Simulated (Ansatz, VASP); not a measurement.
**Two plane-wave programs on In**

INCAR

```
SYSTEM = In
PREC = Accurate
ENCUT = 520
EDIFF = 1E-6
ISMEAR = 0
SIGMA = 0.15
LREAL = .FALSE.
LASPH = .TRUE.
NELM = 80
ALGO = Fast
ISIF = 2
LWAVE = .FALSE.
LCHARG = .TRUE.
LELF = .TRUE.
LVHAR = .TRUE.
NBANDS = 12
```

File KPOINTS:

```
Automatic mesh
0
G
  22 22 22
  0 0 0
```

POSCAR

```
In
1.0
   -1.4717369356      1.4717369356      2.6073291551
    1.4717369356     -1.4717369356      2.6073291551
    1.4717369356      1.4717369356     -2.6073291551
In
1
Direct
    0.0000000000      0.0000000000      0.0000000000
```

Input for Ansatz:

```yaml
crystal:
  lattice:
    - [-1.4717369356, 1.4717369356, 2.6073291551]
    - [1.4717369356, -1.4717369356, 2.6073291551]
    - [1.4717369356, 1.4717369356, -2.6073291551]
  atoms:
    - { symbol: In, position: [0.0, 0.0, 0.0] }
basis:
  ecutwfc: 420
kpoints:
  mp_grid: { grid: [22, 22, 22] }
hamiltonian:
  xc: lda
  pseudopotentials: { kind: paw }
scf:
  occupations: { method: gaussian, width: 0.15 }
output:
  forces: true
  stress: true
  eigenvalues: true
```

Alike in both runs: task single point; functional LDA; k mesh 22 × 22 × 22; occupations gaussian, width 0.15 eV; no spin polarisation.

```csv
,VASP,Ansatz
version,VASP 6.6.1,Ansatz 0.2.0
potentials or method,"VASP PAW LDA potentials, release 64 (In_d), cutoff 520 eV","scalar-relativistic, plane waves, PAW"
valence electrons in the cell,13,13
```

Ansatz gave:

- gap on the k mesh at the Fermi level (eV): none
- pressure (GPa): 5.7
- traceless stress, the component that is largest in VASP (GPa): -2.30

Task: What did VASP give for the same quantities?

Result: gap on the k mesh at the Fermi level (eV): none; pressure (GPa): 5.7; traceless stress, the component that is largest in VASP (GPa): -2.32.

LDA's correlation is that of Perdew and Zunger in VASP and of Perdew and Wang (1992) in Ansatz. A gap of «none» marks a metal or a gap that the smearing closes.
